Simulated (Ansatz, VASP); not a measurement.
# Ga4Sb3N in VASP and in Ansatz

INCAR

```
SYSTEM = Ga4Sb3N
ALGO = Normal
EDIFF = 1E-6
ENCUT = 520
GGA = PE
ISIF = 2
ISMEAR = -1
LASPH = .True.
LCHARG = .False.
LREAL = .False.
LWAVE = .False.
NBANDS = 46
NELM = 80
PREC = Accurate
SIGMA = 0.02
```

Contents of KPOINTS:

```
k-points
0
Gamma
  4 6 4
  0 0 0
```

The input POSCAR:

```
Ga4Sb3N
1.0
    6.6332777496      0.0000000000     -0.0355319448
    0.0000000000      4.0178048978      0.0000000000
   -0.0376969983      0.0000000000      7.1140432997
N Sb Ga
1 3 4
Direct
   -0.0041889582      0.0000000000      0.3373828480
    0.0043892790      0.5000000000      0.8352220451
    0.4919797313      0.5000000000      0.1884150435
    0.5097489123      0.0000000000      0.6411000510
    0.2913361903      0.0000000000      0.3335318795
    0.3973632269      0.5000000000      0.8394243427
    0.9046627964      0.5000000000      0.2236125689
    0.9047088220      0.0000000000      0.6013112214
```

Input for Ansatz:

```yaml
crystal:
  lattice:
    - [6.6332777496, 0.0, -0.0355319448]
    - [0.0, 4.0178048978, 0.0]
    - [-0.0376969983, 0.0, 7.1140432997]
  atoms:
    - { symbol: "N", position: [-0.0041889582, 0.0, 0.337382848] }
    - { symbol: Sb, position: [0.004389279, 0.5, 0.8352220451] }
    - { symbol: Sb, position: [0.4919797313, 0.5, 0.1884150435] }
    - { symbol: Sb, position: [0.5097489123, 0.0, 0.641100051] }
    - { symbol: Ga, position: [0.2913361903, 0.0, 0.3335318795] }
    - { symbol: Ga, position: [0.3973632269, 0.5, 0.8394243427] }
    - { symbol: Ga, position: [0.9046627964, 0.5, 0.2236125689] }
    - { symbol: Ga, position: [0.904708822, 0.0, 0.6013112214] }
kpoints:
  mp_grid: { grid: [4, 6, 4] }
  band_path:
    path:
      - [0.0, 0.0, 0.0]
      - [2.979131008939e-49, 0.5, -2.611353196834e-33]
      - [4.137232557239e-19, 0.5, 0.5]
      - [4.137232557239e-19, 1.05392356818e-49, 0.5]
      - [0.0, 0.0, 0.0]
      - [-0.5, 8.840767024832e-34, 0.5]
      - [-0.5, 0.5, 0.5]
      - [2.979131008939e-49, 0.5, -2.611353196834e-33]
      - [-0.5, 0.5, 3.817143005482e-17]
      - [-0.5, 8.840767024832e-34, 3.817143005482e-17]
      - [0.0, 0.0, 0.0]
    npoints: 10
hamiltonian:
  xc: pbe
scf:
  occupations: { method: fermi_dirac, width: 0.02 }
  n_extra_bands: 6
output:
  forces: true
  stress: true
  eigenvalues: true
  write_density: true
  write_potential: true
  elf: true
  volumetric_format: npy
```

Alike in both runs: task single point; functional PBE; k mesh 4 × 6 × 4; occupations fermi-dirac, width 0.02 eV; no spin polarisation.

|  | VASP | Ansatz |
| --- | --- | --- |
| version | VASP 6.6.1 | Ansatz 0.2.0 |
| potentials or method | VASP PAW PBE potentials, release 64 (N, Sb, Ga_d) | plane waves, PAW |
| plane-wave cutoff (eV) | 520 | 420 |
| valence electrons in the cell | 72 | 102 |

VASP gave:

| Property | Result |
| --- | --- |
| pressure (GPa) | 2.4 |
| traceless stress, the component that is largest in VASP (GPa) | -0.21 |
| rms of the force components (eV/Å) | 0.066 |

Q: What did Ansatz give for the same quantities?

A: Pressure (GPa): 2.3; traceless stress, the component that is largest in VASP (GPa): -0.21; rms of the force components (eV/Å): 0.064.

Atom by atom the forces differ by 0.003 eV/Å (rms over components). With one functional, cell and mesh, what is left measures potentials, basis and numerics. VASP's potentials hold 72 valence electrons a cell and Ansatz's 102, so a difference there can come from the potentials and not from the codes.

Spin-orbit coupling is off throughout.
